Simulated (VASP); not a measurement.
Set up this calculation in VASP 6.6.1, as the native input.

| Quantity | Value |
| --- | --- |
| Task | single point |
| Functional | PBEsol |
| Potentials or basis | VASP PAW PBE potentials, release 64 (In_d, As) |
| Cutoff | 520 eV |
| k mesh | 6 × 6 × 6 |
| Occupations | fermi-dirac, width 0.05 eV |
| Spin | no spin polarisation |
| Dipole correction | no |
| Further INCAR settings | ALGO = Normal; EDIFF = 1e-06; NBANDS = 30 |

The structure of In3As lies in POSCAR:

```
In3As
1.0
    4.3733196852      0.0000000000      0.0000000000
    0.0000000000      4.3733196852      0.0000000000
    0.0000000000      0.0000000000      4.3733196852
In As
3 1
Direct
    0.5000000000      0.5000000000      0.0000000000
    0.5000000000      0.0000000000      0.5000000000
    0.0000000000      0.5000000000      0.5000000000
    0.0000000000      0.0000000000      0.0000000000
```

The input as run:

INCAR

```
SYSTEM = In3As
ALGO = Normal
EDIFF = 1E-6
ENCUT = 520
GGA = PS
ISIF = 2
ISMEAR = -1
LASPH = .TRUE.
LCHARG = .FALSE.
LREAL = .FALSE.
LWAVE = .FALSE.
NBANDS = 30
NELM = 80
PREC = Accurate
SIGMA = 0.05
```

KPOINTS

```
k-points
0
G
  6 6 6
  0 0 0
```

Potentials or basis: VASP PAW PBE potentials, release 64 (In_d, As).

Run with:

```bash
$ cat potpaw_PBE.64/In_d/POTCAR potpaw_PBE.64/As/POTCAR > POTCAR
$ mpirun -np 1 vasp_std > vasp.out
```

Results of the run:

The pressure is 10.0 GPa. The band gap on the k mesh is zero (band 22 reaches 9.78 eV, above the bottom of band 23 at 4.58 eV).

Caveat: the PAW data sets were made with another functional, which shifts forces and pressure a little; spin-orbit coupling is left out, which moves the levels of the heavy elements.

Run time: 54 s on 1 thread of Intel Xeon 6975P-C (shared host), peak memory 0.22 GiB.
